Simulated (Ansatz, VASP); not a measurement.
# F: VASP beside Ansatz

INCAR

```
SYSTEM = F
PREC     = Accurate       ! precision mode
ENCUT    = 520            ! plane-wave cutoff, eV
EDIFF    = 1E-6           ! SCF threshold, eV
ISMEAR   = -1             ! smearing method
SIGMA    = 0.05           ! smearing width, eV
LREAL    = .FALSE.        ! projectors in reciprocal space
LASPH    = .TRUE.         ! aspherical terms in the spheres
NELM     = 100            ! most SCF steps
ALGO     = Normal         ! electronic algorithm
ISIF     = 2              ! what is computed and relaxed
LWAVE    = .FALSE.        ! write WAVECAR
LCHARG   = .FALSE.        ! write CHGCAR
GGA      = PE             ! functional
NBANDS   = 22             ! bands
```

The input KPOINTS:

```
regular mesh
0
G
  9 9 4
  0 0 0
```

File POSCAR:

```
F
1.0
    2.7500000000     -1.6400000000      0.0000000000
    2.7500000000      1.6400000000      0.0000000000
   -1.5360119809      0.0000000000      7.1200165312
F
4
Direct
    0.4963640000      0.5016290000      0.4037700000
    0.5091390000      0.5102200000      0.6027780000
    0.9505170000      0.9468200000      0.9015300000
    0.0609910000      0.0378390000      0.0937020000
```

The input input.yaml:

```yaml
crystal:
  lattice:
    - [2.75, -1.64, 0.0]
    - [2.75, 1.64, 0.0]
    - [-1.5360119809, 0.0, 7.1200165312]
  atoms:
    - { symbol: F, position: [0.496364, 0.501629, 0.40377] }
    - { symbol: F, position: [0.509139, 0.51022, 0.602778] }
    - { symbol: F, position: [0.950517, 0.94682, 0.90153] }
    - { symbol: F, position: [0.060991, 0.037839, 0.093702] }
hamiltonian:
  xc: pbe
  pseudopotentials: { kind: paw }
kpoints:
  mp_grid: { grid: [9, 9, 4] }
scf:
  occupations: { method: fermi_dirac, width: 0.05 }
output:
  forces: true
  stress: true
  eigenvalues: true
  write_density: true
  write_potential: true
  elf: true
  volumetric_format: npy
```

Change from the starting cell: atoms moved at random, drawn with an rms of 0.05 Å.

Alike in both runs: task single point; functional PBE; k mesh 9 × 9 × 4; occupations fermi-dirac, width 0.05 eV; no spin polarisation.

```csv
,VASP,Ansatz
version,VASP 6.6.1,Ansatz 0.2.0
potentials or method,"VASP PAW PBE potentials, release 64 (F)",Ansatz PAW
plane-wave cutoff (eV),520,420
valence electrons in the cell,28,28
```

|  | VASP | Ansatz | Ansatz less VASP |
| --- | --- | --- | --- |
| gap on the k mesh at the Fermi level (eV) | 2.52 | 2.58 | +0.062 |
| least direct gap on the mesh (eV) | 2.52 | 2.58 | +0.062 |
| pressure (GPa) | 1.2 | 0.9 | -0.33 |
| traceless stress, the component that is largest in VASP (GPa) | 1.88 | 0.15 | -1.729 |
| rms of the force components (eV/Å) | 0.537 | 0.448 | -0.0891 |

Atom by atom the forces differ by 0.219 eV/Å (rms over components). The functional is the same, so the differences come from potentials, cutoffs and numerics.

Noted on Ansatz's run: odd divisions of the mesh miss points on the zone boundary, where band edges often lie, so the gap on the mesh can be too wide.
